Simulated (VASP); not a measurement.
# Nb (P6_3/mmc) in VASP: notebook

The runs below take Nb through relaxation of cell and atoms, single point, with PBEsol.

All numbers are computed with VASP 6.6.1; they aren't measurements. Logs are shortened: lines on timing, memory, paths and dates and some standing lists are left out, and cuts for length are marked.

## 1. The cell of the first run

The structure is hexagonal, space group P6_3/mmc (No. 194). Conventional cell: a = 4.524 Å, b = 4.524 Å, c = 4.621 Å, α = 90.00°, β = 90.00°, γ = 120.00°. Within 3.1 Å of Nb (site symmetry -6m2) lie 5 Nb at 2.31 to 2.61 Å. Nb (site symmetry -6m2) has 15 Nb at 2.61 to 3.49 Å within 3.5 Å.

This isn't the form of Nb at room conditions, which is bcc.

## 2. Relaxation of cell and atoms, PBEsol

INCAR

```
ALGO = Fast
EDIFF = 1E-6
EDIFFG = -0.04
ENCUT = 600
GGA = PS
IBRION = 2
ISIF = 3
ISMEAR = 0
LASPH = T
LCHARG = F
LREAL = F
LWAVE = F
NELM = 80
NSW = 90
PREC = Accurate
SIGMA = 0.1
```

KPOINTS

```
k-points
0
Gamma
  6 6 4
```

POSCAR

```
Nb
1.0
    4.5240650135      0.0000000000      0.0000000000
   -2.2620325067      3.9179552301      0.0000000000
    0.0000000000      0.0000000000      4.6213189803
Nb
4
Direct
    0.0000000000      0.0000000000      0.2500000000
    0.0000000000      0.0000000000      0.7500000000
    0.3333333333      0.6666666667      0.7500000000
    0.6666666667      0.3333333333      0.2500000000
```

Potentials or basis: VASP PAW PBE potentials, release 64 (Nb_sv).

Command:

```bash
cat potpaw_PBE.64/Nb_sv/POTCAR > POTCAR
mpirun -np 1 vasp_std > vasp.out
```

OUTCAR:

```text
EDIFF = 1E-6
   EDIFFG = -0.04
   ENCUT = 600
   GGA = PS
   IBRION = 2
   ISIF = 3
   ISMEAR = 0
   LASPH = T
   LREAL = F
   NELM = 80
   NSW = 90
   PREC = Accurate

 ion  position               nearest neighbor table
   1  0.000  0.000  0.250-   2 2.31   2 2.31   4 2.61   4 2.61   4 2.61
   2  0.000  0.000  0.750-   1 2.31   1 2.31   3 2.61   3 2.61   3 2.61
   3  0.333  0.667  0.750-   2 2.61   2 2.61   2 2.61
   4  0.667  0.333  0.250-   1 2.61   1 2.61   1 2.61

  LATTYP: Found a hexagonal cell.
 ALAT       =     4.5240650135
 C/A-ratio  =     1.0214970312

  Lattice vectors:

 A1 = (   4.5240650135,   0.0000000000,   0.0000000000)
 A2 = (  -2.2620325067,   3.9179552301,   0.0000000000)
 A3 = (   0.0000000000,   0.0000000000,   4.6213189803)

Analysis of symmetry for initial positions (statically):
=====================================================================
 Subroutine PRICEL returns:
 Original cell was already a primitive cell.

 Routine SETGRP: Setting up the symmetry group for a
 hexagonal supercell.

 Subroutine GETGRP returns: Found 24 space group operations
 (whereof 12 operations were pure point group operations)
 out of a pool of 24 trial point group operations.

The static configuration has the point symmetry D_3d.
 The point group associated with its full space group is D_6h.

Analysis of symmetry for dynamics (positions and initial velocities):
=====================================================================
 Subroutine PRICEL returns:
 Original cell was already a primitive cell.

 Routine SETGRP: Setting up the symmetry group for a
 hexagonal supercell.

 Subroutine GETGRP returns: Found 24 space group operations
 (whereof 12 operations were pure point group operations)
 out of a pool of 24 trial point group operations.

The dynamic configuration has the point symmetry D_3d.
 The point group associated with its full space group is D_6h.

 Subroutine INISYM returns: Found 24 space group operations
 (whereof 12 operations are pure point group operations),
 and found     1 'primitive' translations

----------------------------------------------------------------------------------------

                                     Primitive cell

  volume of cell :      81.9133

  direct lattice vectors                    reciprocal lattice vectors
     4.524065013  0.000000000  0.000000000     0.221040148  0.127617589  0.000000000
    -2.262032507  3.917955230  0.000000000     0.000000000  0.255235178  0.000000000
     0.000000000  0.000000000  4.621318980     0.000000000  0.000000000  0.216388439

  length of vectors
     4.524065013  4.524065014  4.621318980     0.255235178  0.255235178  0.216388439

  position of ions in fractional coordinates (direct lattice)
     0.000000000  0.000000000  0.250000000
     0.000000000  0.000000000  0.750000000
     0.333333333  0.666666667  0.750000000
     0.666666667  0.333333333  0.250000000

  ion indices of the primitive-cell ions
   primitive index   ion index
                 1           1
                 2           2
                 3           3
                 4           4

----------------------------------------------------------------------------------------

 KPOINTS: k-points

Automatic generation of k-mesh.
 Grid dimensions read from file:
 generate k-points for:    6    6    4

 Generating k-lattice:

  Cartesian coordinates                     Fractional coordinates (reciprocal lattice)
     0.036840025  0.021269598  0.000000000     0.166666667  0.000000000  0.000000000
     0.000000000  0.042539196  0.000000000     0.000000000  0.166666667  0.000000000
     0.000000000  0.000000000  0.054097110     0.000000000  0.000000000  0.250000000

  Length of vectors
     0.042539196  0.042539196  0.054097110

  Shift w.r.t. Gamma in fractional coordinates (k-lattice)
     0.000000000  0.000000000  0.000000000

 Subroutine IBZKPT returns following result:
 ===========================================

 Found     21 irreducible k-points:

 Following reciprocal coordinates:
            Coordinates               Weight
  0.000000  0.000000  0.000000      1.000000
  0.166667  0.000000  0.000000      6.000000
  0.333333  0.000000  0.000000      6.000000
  0.500000  0.000000  0.000000      3.000000
  0.166667  0.166667  0.000000      6.000000
  0.333333  0.166667  0.000000     12.000000
[... 13 lines left out ...]
  0.333333  0.166667  0.500000     12.000000
  0.333333  0.333333  0.500000      2.000000
   k-points           NKPTS =     21   k-points in BZ     NKDIM =     21   number of bands    NBANDS=     31
   number of dos      NEDOS =    301   number of ions     NIONS =      4
   total plane-waves  NPLWV =  51840
   dimension x,y,z NGX =    36 NGY =   36 NGZ =   40
   dimension x,y,z NGXF=    72 NGYF=   72 NGZF=   80
   ions per type =               4
   NGX,Y,Z   is equivalent  to a cutoff of  13.23, 13.23, 14.39 a.u.
   NGXF,Y,Z  is equivalent  to a cutoff of  26.46, 26.46, 28.78 a.u.
 SYSTEM =  unknown system
   PREC   = accura    normal or accurate (medium, high low for compatibility)
   ISTART =      0    job   : 0-new  1-cont  2-samecut
   ICHARG =      2    charge: 1-file 2-atom 10-const
   ISPIN  =      1    spin polarized calculation?
   LNONCOLLINEAR =      F non collinear calculations
   LSORBIT =      F    spin-orbit coupling
   LASPH  =      T    aspherical Exc in radial PAW
   ENCUT  =  600.0 eV  44.10 Ry    6.64 a.u.   9.04  9.04  9.23*2*pi/ulx,y,z
   NELM   =     80;   NELMIN=  2; NELMDL= -5     # of ELM steps
   EDIFF  = 0.1E-05   stopping-criterion for ELM
   LREAL  =      F    real-space projection
   EDIFFG = -.4E-01   stopping-criterion for IOM
   NSW    =     90    number of steps for IOM
   IBRION =      2    ionic relax: 0-MD 1-quasi-New 2-CG
   NFREE  =      1    steps in history (QN), initial steepest desc. (CG)
   ISIF   =      3    stress and relaxation
   ISYM   =      2    0-nonsym 1-usesym 2-fastsym
   POTIM  = 0.5000    time-step for ionic-motion
   TEBEG  =    0.0;   TEEND  =   0.0 temperature during run
   PSTRESS=    0.0 pullay stress
   NELECT =      52.0000    total number of electrons
   NUPDOWN=      -1.0000    fix difference up-down
   EMIN   =  10.00;   EMAX   =-10.00  energy-range for DOS
   EFERMI =   0.00;   METHOD = LEGACY
   ISMEAR =     0;   SIGMA  =   0.10  broadening in eV -4-tet -1-fermi 0-gaus
   EFERMI_NEDOS =   21; number of points for ismear=-14 and -15
   IALGO  =     68    algorithm
   IMIX   =      4    mixing-type and parameters
     AMIX     =   0.40;   BMIX     =  1.00
     AMIX_MAG =   1.60;   BMIX_MAG =  1.00
  volume/ion in A,a.u.               =      20.48       138.19
  Fermi-wavevector in a.u.,A,eV,Ry     =   1.406991  2.658827 26.934400  1.979623
  Thomas-Fermi vector in A             =   2.529295
   LORBIT       =      0    0 simple, 1 ext, 2 COOP (PROOUT), +10 PAW based schemes
   GGA     = PS    functional components
   LHFCALC =     F    Hartree Fock is set to
   AEXX    =    0.0000 exact exchange contribution
   IVDW    =     0    specifies the selected vdW correction
   LEPSILON=     F    determine dielectric tensor
   LRPA    =     F    only Hartree local field effects (RPA)
 conjugate gradient relaxation of ions
 non-spin polarized calculation
 RMM-DIIS sequential band-by-band and
 Gauss-broadening in eV      SIGMA  =   0.10
  energy-cutoff  :      600.00
  volume of cell :       81.91
 maximum number of plane-waves:      2763
   NGX = 19   NGY = 19   NGZ = 19

--------------------------------------- Ionic step        1  -------------------------------------------

 number of electron      51.9999997 magnetization

 Free energy of the ion-electron system (eV)
  ---------------------------------------------------
  ext. energy  EPLUGINS =         0.00000000
  ---------------------------------------------------
  free energy    TOTEN  =       -38.15046212 eV

  energy without entropy =      -38.12590302  energy(sigma->0) =      -38.13818257

------------------------ aborting loop because EDIFF is reached ----------------------------------------

  FORCE on cell =-STRESS in cart. coord.  units (eV):
  Direction    XX          YY          ZZ          XY          YZ          ZX
  --------------------------------------------------------------------------------------
  -------------------------------------------------------------------------------------
  Total       -0.0555236     -0.0555236      3.9690561     -0.0000000      0.0000000      0.0000000
  in kB       -1.0860094     -1.0860094     77.6324983     -0.0000000      0.0000000      0.0000000
  external PRESSURE =      25.1534932 kB  Pullay stress =       0.0000000 kB

 VOLUME and BASIS-vectors are now :
 -----------------------------------------------------------------------------
  energy-cutoff  :      600.00
  volume of cell :       81.91
      direct lattice vectors                 reciprocal lattice vectors
     4.524065013  0.000000000  0.000000000     0.221040148  0.127617589  0.000000000
    -2.262032507  3.917955230  0.000000000     0.000000000  0.255235178  0.000000000
     0.000000000  0.000000000  4.621318980     0.000000000  0.000000000  0.216388439

 POSITION                                       TOTAL-FORCE (eV/Angst)
 -----------------------------------------------------------------------------------
      0.00000      0.00000      1.15533         0.000000     -0.000000      0.000000
      0.00000      0.00000      3.46599        -0.000000      0.000000      0.000000
     -0.00000      2.61197      3.46599        -0.000000      0.000000     -0.000000
      2.26203      1.30599      1.15533         0.000000      0.000000      0.000000
 -----------------------------------------------------------------------------------
    total drift:                               -0.000000      0.000000     -0.000000

  FREE ENERGIE OF THE ION-ELECTRON SYSTEM (eV)
  ---------------------------------------------------
  free  energy   TOTEN  =       -38.1504621218 eV
[... 93 lines left out ...]
 VOLUME and BASIS-vectors are now :
 -----------------------------------------------------------------------------
  energy-cutoff  :      600.00
  volume of cell :       82.75
      direct lattice vectors                 reciprocal lattice vectors
     4.486455059 -0.000000000 -0.000000000     0.222893128  0.128687407  0.000000000
    -2.243227529  3.885384054  0.000000000     0.000000000  0.257374814  0.000000000
     0.000000000 -0.000000000  4.747011677    -0.000000000 -0.000000000  0.210658846

 POSITION                                       TOTAL-FORCE (eV/Angst)
 -----------------------------------------------------------------------------------
      2.24323      3.88538      1.18675         0.000000     -0.000000     -0.000000
      4.48646     -0.00000      3.56026        -0.000000      0.000000     -0.000000
     -0.00000      2.59026      3.56026        -0.000000      0.000000     -0.000000
      2.24323      1.29513      1.18675         0.000000     -0.000000      0.000000
 -----------------------------------------------------------------------------------
    total drift:                               -0.000000      0.000000     -0.000000

  FREE ENERGIE OF THE ION-ELECTRON SYSTEM (eV)
  ---------------------------------------------------
  free  energy   TOTEN  =       -38.1992738604 eV

  energy  without entropy=      -38.1793066951  energy(sigma->0) =      -38.18929028

--------------------------------------- Ionic step        5  -------------------------------------------

 number of electron      51.9999996 magnetization

 Free energy of the ion-electron system (eV)
  ---------------------------------------------------
  ext. energy  EPLUGINS =         0.00000000
  ---------------------------------------------------
  free energy    TOTEN  =       -38.20025201 eV

  energy without entropy =      -38.18002905  energy(sigma->0) =      -38.19014053

 E-fermi :   9.2273     XC(G=0): -11.6860

 val. band max:        9.2062445371   @ k =   0.3333   0.1667   0.2500
 cond. band min:       9.2431797730   @ k =   0.1667   0.0000   0.0000
 fundamental gap:      0.0369352359
 Fermi energy:         9.2273030127

 k-point     1 :       0.0000    0.0000    0.0000
  band No.  band energies     occupation
      1     -45.6354      2.00000
      2     -45.5462      2.00000
      3     -45.0332      2.00000
      4     -44.3791      2.00000
      5     -23.1528      2.00000
      6     -22.0905      2.00000
[... 23 lines left out ...]
     30      11.0295      0.00000
     31      11.1294      0.00000
[... 691 lines left out ...]
 VOLUME and BASIS-vectors are now :
 -----------------------------------------------------------------------------
  energy-cutoff  :      600.00
  volume of cell :       83.12
      direct lattice vectors                 reciprocal lattice vectors
     4.498540476 -0.000000000 -0.000000000     0.222294321  0.128341686  0.000000000
    -2.249270238  3.895850332  0.000000000     0.000000000  0.256683372  0.000000000
     0.000000000 -0.000000000  4.742733363    -0.000000000 -0.000000000  0.210848876

 POSITION                                       TOTAL-FORCE (eV/Angst)
 -----------------------------------------------------------------------------------
      0.00000     -0.00000      1.18568         0.000000     -0.000000     -0.000000
     -0.00000     -0.00000      3.55705        -0.000000      0.000000     -0.000000
     -0.00000      2.59723      3.55705         0.000000      0.000000     -0.000000
      2.24927      1.29862      1.18568        -0.000000     -0.000000      0.000000
 -----------------------------------------------------------------------------------
    total drift:                               -0.000000      0.000000     -0.000000

  FREE ENERGIE OF THE ION-ELECTRON SYSTEM (eV)
  ---------------------------------------------------
  free  energy   TOTEN  =       -38.2002520053 eV

  energy  without entropy=      -38.1800290481  energy(sigma->0) =      -38.19014053

 reached required accuracy - stopping structural energy minimisation
```

It took 7.6 min on 1 thread of AMD EPYC 9R45 (Zen 5), shared host; peak memory 0.22 GiB.

Results:

```yaml
Free_energy: -38.2003 eV
Relaxed_volume: 20.78 Å³/atom
Relaxed_cell: a = 4.499 Å, b = 4.499 Å, c = 4.743 Å, α = 90.00°, β = 90.00°, γ = 120.00°
Space_group_after_relaxing_to_0.1_Å: P6_3/mmc (No. 194)
Energy_gained_by_relaxing: 12.4 meV/atom
Ionic_steps: 5
Pressure_after_relaxing: 0.0 GPa
Band_gap_on_the_k_mesh: zero (bands 26 and 27 overlap by 0.72 eV)
```

The path:
```csv
step,energy change (eV),largest force (eV/Å),pressure (GPa),volume (Å³)
1,0.0000,0.0000,2.52,81.91
2,-0.0121,0.0000,-3.21,85.72
3,-0.0460,0.0000,-0.96,83.86
4,-0.0488,0.0000,0.53,82.75
5,-0.0498,0.0000,0.02,83.12
```

Final structure:
```
CELL_PARAMETERS angstrom
4.49854 0.00000 0.00000
-2.24927 3.89585 0.00000
0.00000 0.00000 4.74273
ATOMIC_POSITIONS crystal
Nb 0.00000 0.00000 0.25000
Nb 0.00000 0.00000 0.75000
Nb 0.33333 0.66667 0.75000
Nb 0.66667 0.33333 0.25000
```

Caveat: the PAW data sets were made with another functional, which shifts forces and pressure a little.

## 3. Single point, PBEsol

This run uses another cell than the first one, of 20.85 Å³/atom.

INCAR

```
PREC     = Accurate       # precision mode
ENCUT    = 520            # plane-wave cutoff, eV
EDIFF    = 1E-7           # SCF threshold, eV
ISMEAR   = 0              # smearing method
SIGMA    = 0.1            # smearing width, eV
LREAL    = F              # projectors in reciprocal space
LASPH    = T              # aspherical terms in the spheres
NELM     = 60             # most SCF steps
ALGO     = Fast           # electronic algorithm
ISIF     = 2              # what is computed and relaxed
LWAVE    = F              # write WAVECAR
LCHARG   = F              # write CHGCAR
GGA      = PS             # functional
NBANDS   = 34             # bands
```

KPOINTS

```
regular mesh
0
Gamma
  12 12 10
```

POSCAR

```
Nb
1.0
    4.4725909253      0.0000000000      0.0000000000
   -2.2362954626      3.8733773620      0.0000000000
    0.0000000000      0.0000000000      4.8137339658
Nb
4
Direct
    0.0000000000      0.0000000000      0.2500000000
    0.0000000000      0.0000000000      0.7500000000
    0.3333333333      0.6666666667      0.7500000000
    0.6666666667      0.3333333333      0.2500000000
```

Potentials or basis: VASP PAW PBE potentials, release 64 (Nb_sv).

Command:

```bash
cat potpaw_PBE.64/Nb_sv/POTCAR > POTCAR
mpirun -np 1 vasp_std > vasp.out
```

It took 12 min on 1 thread of AMD EPYC 9R45 (Zen 5), shared host; peak memory 0.34 GiB.

It converged, with:

```yaml
Free_energy: -38.1449 eV
Pressure: -0.1 GPa
Band_gap_on_the_k_mesh: zero (bands 26 and 27 overlap by 0.90 eV)
```

Levels at points of the mesh, in eV from the Fermi level:
| k point | band 24 | band 25 | band 26 | band 27 | band 28 | band 29 |
| --- | --- | --- | --- | --- | --- | --- |
| (0.00, 0.00, 0.00) | -0.35 | -0.35 | 0.03 | 0.03 | 1.01 | 1.01 |
| (0.50, 0.00, 0.00) | -0.87 | -0.70 | -0.46 | -0.08 | 0.45 | 1.95 |
| (0.00, 0.00, 0.50) | 0.08 | 0.42 | 0.42 | 0.42 | 0.42 | 1.54 |
| (0.50, 0.00, 0.50) | -0.96 | -0.75 | -0.75 | 0.30 | 0.30 | 1.78 |

Caveat: the PAW data sets were made with another functional, which shifts forces and pressure a little.

The gap in the log of VASP goes by the Fermi energy; the results here count the filled bands.